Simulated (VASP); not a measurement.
W: single point with r2SCAN

W:

```
CELL_PARAMETERS angstrom
-1.58480 1.58480 1.58480
1.58480 -1.58480 1.58480
1.58480 1.58480 -1.58480
ATOMIC_POSITIONS crystal
W 0.00000 0.00000 0.00000
```

| Item | Value |
| --- | --- |
| Program | VASP 6.6.1 |
| Task | single point |
| Functional | r2SCAN |
| Potentials or basis | VASP PAW PBE potentials, release 64 (W_sv) |
| Cutoff | 520 eV |
| k mesh | 14 × 14 × 14 |
| Occupations | methfessel-paxton, width 0.3 eV |
| Spin | no spin polarisation |
| Dipole correction | no |
| Further INCAR settings | ALGO = Normal; EDIFF = 1e-06; NBANDS = 13 |

```yaml
Pressure: 1.2 GPa
Band_gap_on_the_k_mesh: zero (bands 7 and 8 overlap by 6.58 eV)
```

Levels at points of the mesh, in eV from the Fermi level:
| k point | band 5 | band 6 | band 7 | band 8 | band 9 | band 10 |
| --- | --- | --- | --- | --- | --- | --- |
| (0.00, 0.00, 0.00) | -10.17 | -1.34 | -1.34 | -1.34 | 2.48 | 2.48 |
| (0.50, 0.00, 0.00) | -6.60 | -3.79 | 0.45 | 2.32 | 3.36 | 6.23 |
| (0.50, 0.50, 0.50) | -6.05 | -6.05 | 5.23 | 5.23 | 5.23 | 8.44 |

Wall time 2.4 min on 1 thread of Intel Xeon 8259CL, on a shared host, peak memory 0.15 GiB.

Caveat: so wide a smearing shifts energies and pressures; the PAW data sets were made with another functional, which shifts forces and pressure a little; spin-orbit coupling is left out, which moves the levels of the heavy elements.
